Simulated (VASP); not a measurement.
## TiAl: single point with PBE

TiAl:

```
Ti Al
1.0
     3.02500    0.00000    0.00000
    -1.51250    2.61973    0.00000
     0.00000    0.00000    4.23010
Ti Al
1 1
Direct
  0.00000 0.00000 0.00000
  0.33333 0.66667 0.50000
```

```json
{
  "Program": "VASP 6.6.1",
  "Task": "single point",
  "Functional": "PBE",
  "Potentials or basis": "VASP PAW PBE potentials, release 64 (Ti_sv, Al)",
  "Cutoff": "520 eV",
  "k mesh": "18 × 18 × 10",
  "Occupations": "gaussian, width 0.15 eV",
  "Spin": "no spin polarisation",
  "Dipole correction": "no",
  "Further INCAR settings": "ALGO = Normal; EDIFF = 1e-07; NBANDS = 14"
}
```

| Property | Result |
| --- | --- |
| Pressure | 2.5 GPa |

Stress tensor (GPa, compression positive):
```
-3.06  0.00  0.00
 0.00 -3.06  0.00
 0.00  0.00 13.47
```

Levels at points of the mesh, in eV from the Fermi level:
```tsv
k point	band 6	band 7	band 8	band 9	band 10	band 11
(0.00, 0.00, 0.00)	-1.74	-0.47	1.09	1.09	2.28	2.28
(0.50, 0.00, 0.00)	-3.14	-1.29	-0.79	1.69	3.38	4.16
(0.00, 0.00, 0.50)	-4.96	0.39	1.14	1.14	2.06	2.06
(0.50, 0.00, 0.50)	-2.17	-1.79	0.31	1.23	1.25	3.39
```

Wall time 57 s on 1 thread of Intel(R) Xeon(R) Platinum 8259CL CPU @ 2.50GHz (Skylake/Cascade Lake), with other jobs on the host, peak memory 0.23 GiB.
